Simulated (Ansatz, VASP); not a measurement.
**One calculation of Tl, two programs**

```
Tl
1.0
     3.45600    0.00000    0.00000
    -1.72800    2.99298    0.00000
     0.00000    0.00000    5.52500
Tl
2
Cartesian
  1.7280 0.9977 4.1438
  0.0000 1.9953 1.3813
```

Alike in both runs: functional revPBE; k mesh 9 × 9 × 5; occupations methfessel-paxton of order 1, width 0.2 eV; no spin polarisation.

|  | VASP | Ansatz |
| --- | --- | --- |
| version | VASP 6.6.1 | Ansatz 0.2.0 |
| potentials or method | VASP PAW PBE potentials, release 64 (Tl_d) | Ansatz PAW |
| plane-wave cutoff (eV) | 520 | 420 |
| valence electrons in the cell | 26 | 26 |
| task | single point | band structure |

|  | VASP | Ansatz | Ansatz less VASP |
| --- | --- | --- | --- |
| gap on the k mesh at the Fermi level (eV) | none | none | - |
| pressure (GPa) | 4.7 | 4.8 | +0.07 |
| traceless stress, the component that is largest in VASP (GPa) | 1.02 | 1.03 | +0.005 |

VASP's potentials were made for PBE, not for revPBE. A gap of «none» marks a metal or a gap that the smearing closes.

Spin-orbit coupling is off throughout.
